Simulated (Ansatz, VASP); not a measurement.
## One calculation of TiGe4Mo, two programs

```
CELL_PARAMETERS angstrom
3.33879 0.00000 0.00000
0.00000 3.33879 0.00000
0.00000 0.00000 8.49680
ATOMIC_POSITIONS crystal
Ti 0.50000 0.50000 0.50000
Ge 0.00000 0.00000 0.66651
Ge 0.50000 0.50000 0.15992
Ge 0.00000 0.00000 0.33349
Ge 0.50000 0.50000 0.84008
Mo 0.00000 0.00000 0.00000
```

Alike in both runs: functional PBE; k mesh 12 × 12 × 6; occupations gaussian, width 0.1 eV; no spin polarisation.

Ansatz relaxed the structure, and its values are those at the end. VASP's run is a single point on that final structure, the one shown.

|  | VASP | Ansatz |
| --- | --- | --- |
| version | VASP 6.6.1 | Ansatz 0.2.0 |
| potentials or method | VASP PAW PBE potentials, release 64 (Ti_sv, Ge_d, Mo_sv), cutoff 520 eV | scalar-relativistic, plane waves, PAW |
| valence electrons in the cell | 82 | 82 |

VASP gave:

| Item | Value |
| --- | --- |
| gap on the k mesh at the Fermi level (eV) | none |
| pressure (GPa) | 0.2 |
| rms of the force components (eV/Å) | 0.004 |

Estimate Ansatz's values.

gap on the k mesh at the Fermi level (eV): none; pressure (GPa): 0.0; rms of the force components (eV/Å): 0.000.

A gap of «none» marks a metal or a gap that the smearing closes. With one functional, cell and mesh, what is left measures potentials, basis and numerics.
